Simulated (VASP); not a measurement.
# Ca3B (P6_3/mmc) in VASP: notebook

Runs on Ca3B. Level: PBE. Tasks: relaxation of cell and atoms, single point.

Everything below comes from runs of VASP 6.6.1. Logs are shortened: lines on timing, memory, paths and dates and some standing lists are left out, and cuts for length are marked.

## Step 1: The cell of the first run

It takes space group P6_3/mmc (No. 194, hexagonal). The conventional cell has a = 6.431 Å, b = 6.431 Å, c = 5.162 Å, α = 90.00°, β = 90.00°, γ = 120.00°. Ca (site symmetry mm2) has 4 B at 3.18 to 3.22 Å and 8 Ca at 3.18 to 3.22 Å within 4.2 Å. Within 4.2 Å of B (site symmetry -6m2) lie 12 Ca at 3.18 to 3.22 Å.

## Step 2: Relaxation of cell and atoms, PBE

INCAR

```
  PREC = Accurate
  ENCUT = 600
  EDIFF = 1E-6
  ISMEAR = 0
  SIGMA = 0.1
  LREAL = F
  LASPH = T
  NELM = 60
  ALGO = Normal
  ISIF = 3
  LWAVE = F
  LCHARG = F
  GGA = PE
  IBRION = 2
  NSW = 90
  EDIFFG = -0.04
```

KPOINTS

```
regular mesh
0
Gamma
  3 3 4
```

POSCAR

```
Ca3B
1.0
    6.4306312823      0.0000000000      0.0000000000
   -3.2153156412      5.5690900529      0.0000000000
    0.0000000000      0.0000000000      5.1615738011
Ca B
6 2
Direct
    0.8330000000      0.6660000000      0.2500000000
    0.1670000000      0.8330000000      0.7500000000
    0.3340000000      0.1670000000      0.2500000000
    0.1670000000      0.3340000000      0.7500000000
    0.8330000000      0.1670000000      0.2500000000
    0.6660000000      0.8330000000      0.7500000000
    0.3333333333      0.6666666667      0.2500000000
    0.6666666667      0.3333333333      0.7500000000
```

Potentials or basis: VASP PAW PBE potentials, release 64 (Ca_sv, B).

On the command line:

```sh
cat potpaw_PBE.64/Ca_sv/POTCAR potpaw_PBE.64/B/POTCAR > POTCAR
mpirun -np 1 vasp_std > vasp.out
```

OUTCAR:

```text
PREC = Accurate
   ENCUT = 600
   EDIFF = 1E-6
   ISMEAR = 0
   LREAL = F
   LASPH = T
   NELM = 60
   ISIF = 3
   GGA = PE
   IBRION = 2
   NSW = 90
   EDIFFG = -0.04

 ion  position               nearest neighbor table
   1  0.833  0.666  0.250-
   2  0.167  0.833  0.750-
   3  0.334  0.167  0.250-
   4  0.167  0.334  0.750-
   5  0.833  0.167  0.250-
   6  0.666  0.833  0.750-
   7  0.333  0.667  0.250-
   8  0.667  0.333  0.750-

  LATTYP: Found a hexagonal cell.
 ALAT       =     6.4306312823
 C/A-ratio  =     0.8026542923

  Lattice vectors:

 A1 = (   6.4306312823,   0.0000000000,   0.0000000000)
 A2 = (  -3.2153156412,   5.5690900529,   0.0000000000)
 A3 = (   0.0000000000,   0.0000000000,   5.1615738011)

Analysis of symmetry for initial positions (statically):
=====================================================================
 Subroutine PRICEL returns:
 Original cell was already a primitive cell.

 Routine SETGRP: Setting up the symmetry group for a
 hexagonal supercell.

 Subroutine GETGRP returns: Found 24 space group operations
 (whereof 12 operations were pure point group operations)
 out of a pool of 24 trial point group operations.

The static configuration has the point symmetry D_3d.
 The point group associated with its full space group is D_6h.

Analysis of symmetry for dynamics (positions and initial velocities):
=====================================================================
 Subroutine PRICEL returns:
 Original cell was already a primitive cell.

 Routine SETGRP: Setting up the symmetry group for a
 hexagonal supercell.

 Subroutine GETGRP returns: Found 24 space group operations
 (whereof 12 operations were pure point group operations)
 out of a pool of 24 trial point group operations.

The dynamic configuration has the point symmetry D_3d.
 The point group associated with its full space group is D_6h.

 Subroutine INISYM returns: Found 24 space group operations
 (whereof 12 operations are pure point group operations),
 and found     1 'primitive' translations

----------------------------------------------------------------------------------------

                                     Primitive cell

  volume of cell :     184.8502

  direct lattice vectors                    reciprocal lattice vectors
     6.430631282  0.000000000  0.000000000     0.155505728  0.089781274  0.000000000
[... 96 lines left out ...]
   EFERMI =   0.00;   METHOD = LEGACY
   ISMEAR =     0;   SIGMA  =   0.10  broadening in eV -4-tet -1-fermi 0-gaus
   EFERMI_NEDOS =   21; number of points for ismear=-14 and -15
   IALGO  =     38    algorithm
   IMIX   =      4    mixing-type and parameters
     AMIX     =   0.40;   BMIX     =  1.00
     AMIX_MAG =   1.60;   BMIX_MAG =  1.00
  volume/ion in A,a.u.               =      23.11       155.93
  Fermi-wavevector in a.u.,A,eV,Ry     =   1.161403  2.194733 18.352302  1.348856
  Thomas-Fermi vector in A             =   2.297975
   LORBIT       =      0    0 simple, 1 ext, 2 COOP (PROOUT), +10 PAW based schemes
   GGA     = PE    functional components
   LHFCALC =     F    Hartree Fock is set to
   AEXX    =    0.0000 exact exchange contribution
   IVDW    =     0    specifies the selected vdW correction
   LEPSILON=     F    determine dielectric tensor
   LRPA    =     F    only Hartree local field effects (RPA)
 conjugate gradient relaxation of ions
 non-spin polarized calculation
 Gauss-broadening in eV      SIGMA  =   0.10
  energy-cutoff  :      600.00
  volume of cell :      184.85
 maximum number of plane-waves:      6219
 NGX is ok and might be reduce to    54
   NGX = 25   NGY = 25   NGZ = 21

--------------------------------------- Ionic step        1  -------------------------------------------

 number of electron      66.0000005 magnetization

 Free energy of the ion-electron system (eV)
  ---------------------------------------------------
  ext. energy  EPLUGINS =         0.00000000
  ---------------------------------------------------
  free energy    TOTEN  =       -19.48077888 eV

  energy without entropy =      -19.40083625  energy(sigma->0) =      -19.44080756

------------------------ aborting loop because EDIFF is reached ----------------------------------------

  FORCE on cell =-STRESS in cart. coord.  units (eV):
  Direction    XX          YY          ZZ          XY          YZ          ZX
  --------------------------------------------------------------------------------------
  -------------------------------------------------------------------------------------
  Total        4.4236307      4.4236307      3.5047597     -0.0000000      0.0000000      0.0000000
  in kB       38.3415315     38.3415315     30.3772771     -0.0000000      0.0000000      0.0000000
  external PRESSURE =      35.6867800 kB  Pullay stress =       0.0000000 kB
[... 107 lines left out ...]
  FREE ENERGIE OF THE ION-ELECTRON SYSTEM (eV)
  ---------------------------------------------------
  free  energy   TOTEN  =       -20.1729300773 eV

  energy  without entropy=      -20.1025093718  energy(sigma->0) =      -20.13771972

 E-fermi :   3.0707     XC(G=0):  -8.9547

 val. band max:        2.9555021619   @ k =   0.3333   0.3333   0.0000
 cond. band min:       3.0940505905   @ k =   0.3333  -0.0000   0.0000
 fundamental gap:      0.1385484286
 Fermi energy:         3.0707232034

 k-point     1 :       0.0000    0.0000    0.0000
  band No.  band energies     occupation
      1     -38.0614      2.00000
      2     -37.9853      2.00000
      3     -37.9853      2.00000
      4     -37.9705      2.00000
      5     -37.9416      2.00000
      6     -37.9416      2.00000
[... 367 lines left out ...]
     38       4.5012      0.00000
     39       4.7740      0.00000

[... ionic steps 4 to 18 ...]

--------------------------------------- Ionic step       19  -------------------------------------------

 number of electron      66.0000027 magnetization

------------------------ aborting loop because EDIFF is reached ----------------------------------------
[... 79 lines left out ...]
--------------------------------------- Ionic step       21  -------------------------------------------

 number of electron      66.0000011 magnetization

 Free energy of the ion-electron system (eV)
  ---------------------------------------------------
  ext. energy  EPLUGINS =         0.00000000
  ---------------------------------------------------
  free energy    TOTEN  =       -21.53654676 eV

  energy without entropy =      -21.51132315  energy(sigma->0) =      -21.52393496

 E-fermi :   1.8222     XC(G=0):  -7.7797

 val. band max:        1.6932404695   @ k =   0.3333  -0.0000   0.2500
 cond. band min:       1.8566834361   @ k =   0.3333  -0.0000   0.5000
 fundamental gap:      0.1634429666
 Fermi energy:         1.8222072807

 k-point     1 :       0.0000    0.0000    0.0000
  band No.  band energies     occupation
      1     -39.5860      2.00000
      2     -39.5739      2.00000
      3     -39.5590      2.00000
      4     -39.5590      2.00000
      5     -39.5531      2.00000
      6     -39.5531      2.00000
[... 402 lines left out ...]
  FREE ENERGIE OF THE ION-ELECTRON SYSTEM (eV)
  ---------------------------------------------------
  free  energy   TOTEN  =       -21.5365467577 eV

  energy  without entropy=      -21.5113231539  energy(sigma->0) =      -21.52393496

 reached required accuracy - stopping structural energy minimisation
```

It took 17 min on 1 thread of Intel Xeon 6975P-C (Granite Rapids), shared host; peak memory 0.39 GiB.

Results:

```yaml
Free_energy: -21.5365 eV
Relaxed_volume: 33.95 Å³/atom
Relaxed_cell: a = 9.175 Å, b = 9.175 Å, c = 3.725 Å, α = 90.00°, β = 90.00°, γ = 120.00°
Space_group_after_relaxing_to_0.1_Å: P6_3/mmc (No. 194)
Energy_gained_by_relaxing: 257.0 meV/atom
Ionic_steps: 21
Pressure_after_relaxing: 0.0 GPa
Largest_force_after_relaxing: 0.017 eV/Å
Band_gap_on_the_k_mesh: zero (bands 33 and 34 overlap by 0.46 eV)
```

Forces in eV/Å, atoms in the order of the input:
```
Ca   0.000  0.017  0.000
Ca  -0.015  0.009  0.000
Ca  -0.015 -0.009  0.000
Ca   0.000 -0.017  0.000
Ca   0.015 -0.009  0.000
Ca   0.015  0.009  0.000
B    0.000  0.000  0.000
B    0.000  0.000  0.000
```

Step by step:
| step | energy change (eV) | largest force (eV/Å) | pressure (GPa) | volume (Å³) |
| --- | --- | --- | --- | --- |
| 1 | 0.0000 | 1.4548 | 3.57 | 184.85 |
| 2 | -0.6079 | 0.5834 | 0.47 | 198.96 |
| 3 | -0.6922 | 0.1761 | -0.76 | 206.68 |
| 4 | -0.8413 | 0.2009 | -0.60 | 204.74 |
| 5 | -1.2024 | 0.3232 | 0.59 | 197.86 |
| 6 | -0.6464 | 0.2449 | 8.46 | 179.14 |
| 7 | -1.3158 | 0.2972 | 1.90 | 193.51 |
| 8 | -1.3133 | 0.3009 | 3.12 | 190.16 |
| 9 | -1.3894 | 0.2688 | 2.90 | 193.11 |
| 10 | -1.5483 | 0.1808 | 2.61 | 201.64 |
| 11 | -1.6466 | 0.2169 | 3.58 | 217.09 |
| 12 | -0.5952 | 1.2787 | 7.40 | 239.72 |
| 13 | -1.5584 | 0.5376 | 4.41 | 222.66 |
| 14 | -1.7952 | 0.4693 | 2.90 | 237.88 |
| 15 | -2.0208 | 0.0648 | -0.62 | 286.35 |
| 16 | -2.0513 | 0.1028 | 0.26 | 271.43 |
| 17 | -2.0523 | 0.0744 | 0.10 | 273.91 |
| 18 | -2.0522 | 0.0867 | 0.17 | 272.84 |
| 19 | -2.0534 | 0.0759 | 0.17 | 272.18 |
| 20 | -2.0546 | 0.0495 | 0.15 | 270.51 |
| 21 | -2.0558 | 0.0173 | 0.04 | 271.60 |

Final structure:
```cif
data_structure
_symmetry_space_group_name_H-M 'P 1'
_symmetry_Int_Tables_number 1
_cell_length_a 9.1755
_cell_length_b 9.1755
_cell_length_c 3.7251
_cell_angle_alpha 90.000
_cell_angle_beta 90.000
_cell_angle_gamma 120.000
_cell_volume 271.60
loop_
_atom_site_label
_atom_site_type_symbol
_atom_site_fract_x
_atom_site_fract_y
_atom_site_fract_z
_atom_site_occupancy
Ca1 Ca 0.78839 0.57677 0.25000 1
Ca2 Ca 0.21161 0.78839 0.75000 1
Ca3 Ca 0.42323 0.21161 0.25000 1
Ca4 Ca 0.21161 0.42323 0.75000 1
Ca5 Ca 0.78839 0.21161 0.25000 1
Ca6 Ca 0.57677 0.78839 0.75000 1
B1 B 0.33333 0.66667 0.25000 1
B2 B 0.66667 0.33333 0.75000 1
```

Levels at points of the mesh, in eV from the Fermi level:
| k point | band 29 | band 30 | band 31 | band 32 | band 33 | band 34 | band 35 | band 36 |
| --- | --- | --- | --- | --- | --- | --- | --- | --- |
| (0.00, 0.00, 0.00) | -1.95 | -1.95 | -1.91 | -0.15 | 0.33 | 0.44 | 0.72 | 0.72 |
| (0.00, 0.00, 0.50) | -0.72 | -0.72 | -0.72 | -0.72 | 0.08 | 0.08 | 0.70 | 0.70 |

Caveat: the k points lie up to 0.42 Å⁻¹ apart in the final cell; the volume moved by over 15 % at a fixed basis, so the end points are rough.

## Step 3: Single point, PBE

This run uses another cell than the first one, of 33.67 Å³/atom.

INCAR

```
SYSTEM = Ca3B
PREC = Accurate
ENCUT = 520
EDIFF = 1E-7
ISMEAR = 0
SIGMA = 0.1
LREAL = .FALSE.
LASPH = .TRUE.
NELM = 60
ALGO = Fast
ISIF = 2
LWAVE = .FALSE.
LCHARG = .FALSE.
GGA = PE
NBANDS = 43
```

KPOINTS

```
Automatic mesh
0
G
  6 6 10
  0 0 0
```

POSCAR

```
Ca3B
1.0
    9.0880757172      0.0000000000      0.0000000000
   -4.5440378586      7.8705044426      0.0000000000
    0.0000000000      0.0000000000      3.7662395501
Ca B
6 2
Direct
    0.7886593705      0.5773187410      0.2500000000
    0.2113406295      0.7886593705      0.7500000000
    0.4226812590      0.2113406295      0.2500000000
    0.2113406295      0.4226812590      0.7500000000
    0.7886593705      0.2113406295      0.2500000000
    0.5773187410      0.7886593705      0.7500000000
    0.3333333333      0.6666666667      0.2500000000
    0.6666666667      0.3333333333      0.7500000000
```

Potentials or basis: VASP PAW PBE potentials, release 64 (Ca_sv, B).

On the command line:

```sh
cat potpaw_PBE.64/Ca_sv/POTCAR potpaw_PBE.64/B/POTCAR > POTCAR
mpirun -np 1 vasp_std > vasp.out
```

It took 25 min on 1 thread of Intel Xeon 6975P-C (Granite Rapids), shared host; peak memory 0.61 GiB.

The run converged. Its results:

| Quantity | Value |
| --- | --- |
| Free energy | -21.5370 eV |
| Pressure | 0.0 GPa |
| Largest force | 0.011 eV/Å |
| Band gap on the k mesh | zero (bands 33 and 34 overlap by 0.46 eV) |

Forces in eV/Å, atoms in the order of the input:
```
Ca   0.000  0.011  0.000
Ca  -0.009  0.005  0.000
Ca  -0.009 -0.005  0.000
Ca   0.000 -0.011  0.000
Ca   0.009 -0.005  0.000
Ca   0.009  0.005  0.000
B    0.000  0.000  0.000
B    0.000  0.000  0.000
```

Levels at points of the mesh, in eV from the Fermi level:
```tsv
k point	band 30	band 31	band 32	band 33	band 34	band 35	band 36	band 37
(0.00, 0.00, 0.00)	-1.91	-1.86	0.23	0.29	0.35	0.80	0.80	1.06
(0.50, 0.00, 0.00)	-1.19	-0.64	-0.36	0.17	0.23	0.28	0.31	0.85
(0.00, 0.00, 0.50)	-0.73	-0.73	-0.73	0.08	0.08	0.69	0.69	0.69
(0.50, 0.00, 0.50)	-0.75	-0.73	-0.73	0.01	0.01	0.69	0.69	0.85
```

The gap in the log of VASP goes by the Fermi energy; the results here count the filled bands.